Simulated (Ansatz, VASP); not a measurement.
## One calculation of Br, two programs

```
CELL_PARAMETERS angstrom
3.33500 -2.24000 0.00000
3.33500 2.24000 0.00000
0.00000 0.00000 8.72000
ATOMIC_POSITIONS crystal
Br 0.10911 0.85423 0.10082
Br 0.63500 0.36500 0.39000
Br 0.86500 0.13500 0.89000
Br 0.36500 0.63500 0.61000
```

Change from the starting cell: one atom moved.

Alike in both runs: task single point; functional PBE; k mesh 8 × 8 × 4; occupations gaussian, width 0.02 eV; no spin polarisation.

```csv
,VASP,Ansatz
version,VASP 6.6.1,Ansatz 0.2.0
potentials or method,"VASP PAW PBE potentials, release 64 (Br), cutoff 520 eV","scalar-relativistic, plane waves, PAW"
valence electrons in the cell,28,28
```

```tsv
	VASP	Ansatz	Ansatz less VASP
gap on the k mesh at the Fermi level (eV)	1.92	1.91	-0.001
least direct gap on the mesh (eV)	2.01	2.00	-0.001
pressure (GPa)	4.3	4.3	-0.03
traceless stress, the component that is largest in VASP (GPa)	3.48	3.44	-0.036
rms of the force components (eV/Å)	1.222	1.212	-0.0106
```

Atom by atom the forces differ by 0.011 eV/Å (rms over components).
